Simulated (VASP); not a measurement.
Set up this calculation in VASP 6.6.1, as the native input.

```yaml
Task: electric field gradients
Functional: PBEsol
Potentials_or_basis: VASP PAW PBE potentials, release 64 (Ge_d)
Cutoff: 520 eV
k_mesh: 11 × 11 × 11
Occupations: fermi-dirac, width 0.05 eV
Spin: no spin polarisation
Dipole_correction: no
Further_INCAR_settings: ALGO = Normal; EDIFF = 1e-08; NBANDS = 21
```

The structure of Ge lies in POSCAR:

```
Ge
1.0
    0.0000000000      2.8097843944      2.8097843944
    2.8097843944      0.0000000000      2.8097843944
    2.8097843944      2.8097843944      0.0000000000
Ge
2
Direct
    0.5000000000      0.5000000000      0.5000000000
    0.7500000000      0.7500000000      0.7500000000
```

One way to write it, as run:

INCAR

```
SYSTEM = Ge
PREC = Accurate ; ENCUT = 520
EDIFF = 1E-8 ; ISMEAR = -1
SIGMA = 0.05 ; LREAL = .False.
LASPH = .True. ; NELM = 60
ALGO = Normal ; ISIF = 2
LWAVE = .False. ; LCHARG = .False.
GGA = PS ; LEFG = .True.
NBANDS = 21
```

KPOINTS

```
regular mesh
0
Gamma
  11 11 11
  0 0 0
```

Potentials or basis: VASP PAW PBE potentials, release 64 (Ge_d).

Run with:

```console
$ cat potpaw_PBE.64/Ge_d/POTCAR > POTCAR
$ mpirun -np 1 vasp_std > vasp.out
```

Results of the run:

```json
{
 "Pressure": "2.1 GPa",
 "Band gap on the k mesh": "0.18 eV",
 "Largest electric field gradient by atom": "zero within the noise of the run"
}
```

Caveat: the PAW data sets were made with another functional, which shifts forces and pressure a little; an odd mesh through Γ misses points on the zone boundary, where band edges can lie.

Run time: 63 s on 1 thread of Intel Xeon 8259CL, on a shared host, peak memory 0.19 GiB.
